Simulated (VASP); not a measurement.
A run of VASP 6.6.1:

Contents of POSCAR:

```
LuC2
1.0
   -1.7829560000      1.7829560000      3.0289500000
    1.7829560000     -1.7829560000      3.0289500000
    1.7829560000      1.7829560000     -3.0289500000
Lu C
1 2
Direct
    0.0000000000      0.0000000000      0.0000000000
    0.5809527500      0.5809527500      0.0000000000
    0.4190472500      0.4190472500      0.0000000000
```

Contents of INCAR.step1:

```
PREC = Accurate
ENCUT = 520
ISMEAR = -1
SIGMA = 0.05
LREAL = F
LASPH = T
NELM = 60
NBANDS = 24
GGA = PE
ALGO = Normal
EDIFF = 1E-4
LWAVE = T
LCHARG = F
```

The input INCAR.step2:

```
PREC = Accurate
ENCUT = 520
EDIFF = 1E-6
ISMEAR = -1
SIGMA = 0.05
LREAL = F
LASPH = T
NELM = 60
ALGO = Normal
ISIF = 2
LWAVE = F
LCHARG = T
METAGGA = R2SCAN
LMIXTAU = T
LELF = T
LVHAR = T
NBANDS = 24
ISTART = 1
```

The input KPOINTS:

```
regular mesh
0
Gamma
  11 11 11
```

Potentials or basis: VASP PAW PBE potentials, release 64 (Lu, C).

Launch:

```sh
$ cat potpaw_PBE.64/Lu/POTCAR potpaw_PBE.64/C/POTCAR > POTCAR
$ cp INCAR.step1 INCAR
$ mpirun -np 1 vasp_std > vasp.out
$ cp INCAR.step2 INCAR
$ mpirun -np 1 vasp_std > vasp.out
```

Hardware: 1 thread of Intel(R) Xeon(R) 6975P-C (Granite Rapids), with other jobs on the host.

How long does it take, and how much memory?

It took 3.8 min on 1 thread of Intel(R) Xeon(R) 6975P-C (Granite Rapids), on a shared host, peak memory 0.26 GiB. Counts: k points 126.
